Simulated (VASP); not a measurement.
SiC (Moissanite): single point with SVWN5

SiC (Moissanite):

```
Si C
1.0
     3.09637    0.00000    0.00000
    -1.54819    2.68154    0.00000
     0.00000    0.00000    5.08143
Si C
2 2
Cartesian
  1.5482 0.8938 2.5407
  0.0000 1.7877 0.0000
  1.5482 0.8938 4.4971
  0.0000 1.7877 1.9564
```

```json
{"Program": "VASP 6.6.1", "Task": "single point", "Functional": "SVWN5", "Potentials or basis": "VASP PAW PBE potentials, release 64 (Si, C)", "Cutoff": "520 eV", "k mesh": "10 × 10 × 5", "Occupations": "fermi-dirac, width 0.05 eV", "Spin": "no spin polarisation", "Dipole correction": "no", "Further INCAR settings": "ALGO = Normal; EDIFF = 1e-06; NBANDS = 16"}
```

The pressure is -7.0 GPa, the largest force is 0.712 eV/Å and the band gap on the k mesh is 2.40 eV, indirect (least direct gap 3.95 eV).

Forces in eV/Å, atoms in the order of the input:
```
Si   0.000  0.000  0.712
Si   0.000  0.000  0.712
C    0.000  0.000 -0.712
C    0.000  0.000 -0.712
```

Stress tensor (GPa, compression positive):
```
-5.78  0.00  0.00
 0.00 -5.78  0.00
 0.00  0.00 -9.40
```

Levels at points of the mesh, in eV from the valence-band top:
```tsv
k point	band 4	band 5	band 6	band 7	band 8	band 9	band 10	band 11	band 12	band 13
(0.00, 0.00, 0.00)	-1.55	-1.55	-0.27	-0.27	0.00	4.41	5.82	6.29	6.29	7.28
(0.50, 0.00, 0.00)	-6.50	-5.39	-3.52	-3.24	-1.49	2.46	4.11	6.51	7.06	9.41
```

Run time: 18 s on 1 thread of Intel Xeon 6975P-C, with other jobs on the host, peak memory 0.15 GiB.

Caveat: the PAW data sets were made with another functional, which shifts forces and pressure a little. A k mesh can miss the band edges.
